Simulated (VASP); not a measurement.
# Se (P3_121) in VASP: a series of runs

Runs on Se. Level: PBEsol. Tasks: single point, relaxation of cell and atoms.

Everything below comes from runs of VASP 6.6.1. Logs are shortened: lines on timing, memory, paths and dates and some standing lists are left out, and cuts for length are marked.

## 1. The cell of the first run

The structure is trigonal, space group P3_121 (No. 152). The conventional cell has a = 4.042 Å, b = 4.042 Å, c = 5.118 Å, α = 90.00°, β = 90.00°, γ = 120.00°. Within 3.2 Å of Se (site symmetry 2) lie 6 Se at 2.44 to 3.18 Å.

## 2. Single point, PBEsol

INCAR

```
SYSTEM = Se
ALGO = Normal
EDIFF = 1E-6
ENCUT = 520
GGA = PS
ISIF = 2
ISMEAR = 0
LASPH = .True.
LCHARG = .False.
LREAL = .False.
LWAVE = .False.
NBANDS = 16
NELM = 100
PREC = Accurate
SIGMA = 0.02
```

KPOINTS

```
k-points
0
Gamma
  6 6 6
  0 0 0
```

POSCAR

```
Se
1.0
    4.0415174344      0.0000000000      0.0000000000
   -2.0207587172      3.5000567680      0.0000000000
    0.0000000000      0.0000000000      5.1178957060
Se
3
Direct
    0.2486416236      0.0000000000      0.3333333333
    0.0000000000      0.2486416236      0.6666666667
    0.7513583764      0.7513583764      0.0000000000
```

Potentials or basis: VASP PAW PBE potentials, release 64 (Se).

Launch:

```bash
> cat potpaw_PBE.64/Se/POTCAR > POTCAR
> mpirun -np 1 vasp_std > vasp.out
```

OUTCAR:

```text
SYSTEM = Se
   EDIFF = 1E-6
   ENCUT = 520
   GGA = PS
   ISIF = 2
   ISMEAR = 0
   LASPH = .True.
   LREAL = .False.
   NELM = 100
   PREC = Accurate

 ion  position               nearest neighbor table
   1  0.249  0.000  0.333-   3 2.44   2 2.44
   2  0.000  0.249  0.667-   3 2.44   1 2.44
   3  0.751  0.751  0.000-   2 2.44   1 2.44

  LATTYP: Found a hexagonal cell.
 ALAT       =     4.0415174344
 C/A-ratio  =     1.2663302309

  Lattice vectors:

 A1 = (   4.0415174344,   0.0000000000,   0.0000000000)
 A2 = (  -2.0207587172,   3.5000567680,   0.0000000000)
 A3 = (   0.0000000000,   0.0000000000,   5.1178957060)

Analysis of symmetry for initial positions (statically):
=====================================================================
 Subroutine PRICEL returns:
 Original cell was already a primitive cell.

 Routine SETGRP: Setting up the symmetry group for a
 hexagonal supercell.

 Subroutine GETGRP returns: Found  6 space group operations
 (whereof  2 operations were pure point group operations)
 out of a pool of 24 trial point group operations.

The static configuration has the point symmetry C_2 .
 The point group associated with its full space group is D_3 .

Analysis of symmetry for dynamics (positions and initial velocities):
=====================================================================
 Subroutine PRICEL returns:
 Original cell was already a primitive cell.

 Routine SETGRP: Setting up the symmetry group for a
 hexagonal supercell.

 Subroutine GETGRP returns: Found  6 space group operations
 (whereof  2 operations were pure point group operations)
 out of a pool of 24 trial point group operations.

The dynamic configuration has the point symmetry C_2 .
 The point group associated with its full space group is D_3 .

 Subroutine INISYM returns: Found  6 space group operations
 (whereof  2 operations are pure point group operations),
 and found     1 'primitive' translations

----------------------------------------------------------------------------------------

                                     Primitive cell

  volume of cell :      72.3954

  direct lattice vectors                    reciprocal lattice vectors
     4.041517434  0.000000000  0.000000000     0.247431816  0.142854826  0.000000000
    -2.020758717  3.500056768  0.000000000     0.000000000  0.285709652  0.000000000
     0.000000000  0.000000000  5.117895706     0.000000000  0.000000000  0.195392805

  length of vectors
[... 86 lines left out ...]
   EDIFFG = 0.1E-04   stopping-criterion for IOM
   NSW    =      0    number of steps for IOM
   IBRION =     -1    ionic relax: 0-MD 1-quasi-New 2-CG
   NFREE  =      0    steps in history (QN), initial steepest desc. (CG)
   ISIF   =      2    stress and relaxation
   ISYM   =      2    0-nonsym 1-usesym 2-fastsym
   POTIM  = 0.5000    time-step for ionic-motion
   TEBEG  =    0.0;   TEEND  =   0.0 temperature during run
   PSTRESS=    0.0 pullay stress
   NELECT =      18.0000    total number of electrons
   NUPDOWN=      -1.0000    fix difference up-down
   EMIN   =  10.00;   EMAX   =-10.00  energy-range for DOS
   EFERMI =   0.00;   METHOD = LEGACY
   ISMEAR =     0;   SIGMA  =   0.02  broadening in eV -4-tet -1-fermi 0-gaus
   EFERMI_NEDOS =   21; number of points for ismear=-14 and -15
   IALGO  =     38    algorithm
   IMIX   =      4    mixing-type and parameters
     AMIX     =   0.40;   BMIX     =  1.00
     AMIX_MAG =   1.60;   BMIX_MAG =  1.00
  volume/ion in A,a.u.               =      24.13       162.85
  Fermi-wavevector in a.u.,A,eV,Ry     =   1.029426  1.945334 14.418351  1.059719
  Thomas-Fermi vector in A             =   2.163473
   LORBIT       =      0    0 simple, 1 ext, 2 COOP (PROOUT), +10 PAW based schemes
   GGA     = PS    functional components
   LHFCALC =     F    Hartree Fock is set to
   AEXX    =    0.0000 exact exchange contribution
   IVDW    =     0    specifies the selected vdW correction
   LEPSILON=     F    determine dielectric tensor
   LRPA    =     F    only Hartree local field effects (RPA)
 non-spin polarized calculation
 Gauss-broadening in eV      SIGMA  =   0.02
  energy-cutoff  :      520.00
  volume of cell :       72.40
 maximum number of plane-waves:      1981
   NGX = 15   NGY = 15   NGZ = 19

 number of electron      18.0000000 magnetization

 Free energy of the ion-electron system (eV)
  ---------------------------------------------------
  ext. energy  EPLUGINS =         0.00000000
  ---------------------------------------------------
  free energy    TOTEN  =       -11.55866498 eV

  energy without entropy =      -11.55866498  energy(sigma->0) =      -11.55866498

 E-fermi :   3.8605     XC(G=0):  -9.6847

 val. band max:        3.7441338576   @ k =   0.3333   0.3333   0.5000
 cond. band min:       4.1915789458   @ k =   0.3333   0.3333   0.5000
 fundamental gap:      0.4474450881
 Fermi energy:         3.8604985500

 k-point     1 :       0.0000    0.0000    0.0000
  band No.  band energies     occupation
      1     -12.3378      2.00000
      2      -8.2288      2.00000
      3      -8.2288      2.00000
      4       0.0391      2.00000
      5       0.2805      2.00000
      6       0.2805      2.00000
[... 433 lines left out ...]
      3      -6.9677      2.00000
      4      -1.6583      2.00000
      5      -0.9896      2.00000
      6       0.0067      2.00000
[... 8 lines left out ...]
     15      11.4172      0.00000
     16      12.1916      0.00000

 [... further k-points ...]

------------------------ aborting loop because EDIFF is reached ----------------------------------------

  FORCE on cell =-STRESS in cart. coord.  units (eV):
  Direction    XX          YY          ZZ          XY          YZ          ZX
  --------------------------------------------------------------------------------------
  -------------------------------------------------------------------------------------
  Total        0.0606915      0.0606915      0.1099248      0.0000000      0.0000000      0.0000000
  in kB        1.3431589      1.3431589      2.4327375      0.0000000      0.0000000      0.0000000
  external PRESSURE =       1.7063518 kB  Pullay stress =       0.0000000 kB

 VOLUME and BASIS-vectors are now :
 -----------------------------------------------------------------------------
  energy-cutoff  :      520.00
  volume of cell :       72.40
      direct lattice vectors                 reciprocal lattice vectors
     4.041517434  0.000000000  0.000000000     0.247431816  0.142854826  0.000000000
    -2.020758717  3.500056768  0.000000000     0.000000000  0.285709652  0.000000000
     0.000000000  0.000000000  5.117895706     0.000000000  0.000000000  0.195392805

 POSITION                                       TOTAL-FORCE (eV/Angst)
 -----------------------------------------------------------------------------------
      1.00489      0.00000      1.70597         0.030885      0.000000     -0.000000
     -0.50244      0.87026      3.41193        -0.015442      0.026747      0.000000
      1.51831      2.62980      0.00000        -0.015442     -0.026747      0.000000
 -----------------------------------------------------------------------------------
    total drift:                               -0.000001     -0.000001      0.000000

  FREE ENERGIE OF THE ION-ELECTRON SYSTEM (eV)
  ---------------------------------------------------
  free  energy   TOTEN  =       -11.5586649822 eV

  energy  without entropy=      -11.5586649822  energy(sigma->0) =      -11.55866498
```

OSZICAR:

```text
N       E                     dE             d eps       ncg     rms          rms(c)
DAV:   1     0.767062645462E+02    0.76706E+02   -0.73864E+03  1088   0.950E+02
DAV:   2    -0.701536963768E+01   -0.83722E+02   -0.79261E+02  1440   0.157E+02
DAV:   3    -0.116066298653E+02   -0.45913E+01   -0.45750E+01  1360   0.406E+01
DAV:   4    -0.116338849346E+02   -0.27255E-01   -0.27252E-01  1424   0.375E+00
DAV:   5    -0.116340508100E+02   -0.16588E-03   -0.16587E-03  1424   0.284E-01    0.707E+00
DAV:   6    -0.115792011389E+02    0.54850E-01   -0.29249E-02  1312   0.109E+00    0.434E+00
DAV:   7    -0.115594500554E+02    0.19751E-01   -0.58570E-02  1336   0.149E+00    0.181E-01
DAV:   8    -0.115586224952E+02    0.82756E-03   -0.87947E-03  1192   0.568E-01    0.964E-02
DAV:   9    -0.115586621733E+02   -0.39678E-04   -0.22243E-04  1576   0.100E-01    0.318E-02
DAV:  10    -0.115586647342E+02   -0.25609E-05   -0.23746E-05  1352   0.324E-02    0.567E-03
DAV:  11    -0.115586649822E+02   -0.24803E-06   -0.50759E-06  1488   0.133E-02
   1 F= -.11558665E+02 E0= -.11558665E+02  d E =-.415309E-18
```

stdout:

```text
POSCAR found type information on POSCAR Se
 POSCAR found :  1 types and       3 ions
 scaLAPACK will be used
 -----------------------------------------------------------------------------
|                                                                             |
|                                                                             |
|     You enforced a specific xc type in the INCAR file but a different       |
|     I HOPE YOU KNOW WHAT YOU ARE DOING!                                     |
|                                                                             |
 -----------------------------------------------------------------------------

 LDA part: xc-table for (Slater+PW92), standard interpolation
 POSCAR, INCAR and KPOINTS ok, starting setup
 FFT: planning ... GRIDC
 FFT: planning ... GRID_SOFT
 FFT: planning ... GRID
 WAVECAR not read
 entering main loop
```

Run time: 16 s. Hardware: 1 thread of Intel Xeon 6975P-C (Granite Rapids), shared host; peak memory 0.18 GiB.

What came out:

| Quantity | Value |
| --- | --- |
| Free energy | -11.5587 eV |
| Pressure | 0.2 GPa |
| Largest force | 0.031 eV/Å |
| Band gap on the k mesh | 0.45 eV, direct |

Forces in eV/Å, atoms in the order of the input:
```
Se   0.031  0.000  0.000
Se  -0.015  0.027  0.000
Se  -0.015 -0.027  0.000
```

Caveat: the PAW data sets were made with another functional, which shifts forces and pressure a little. A k mesh can miss the band edges.

[end of part 1 of 2]
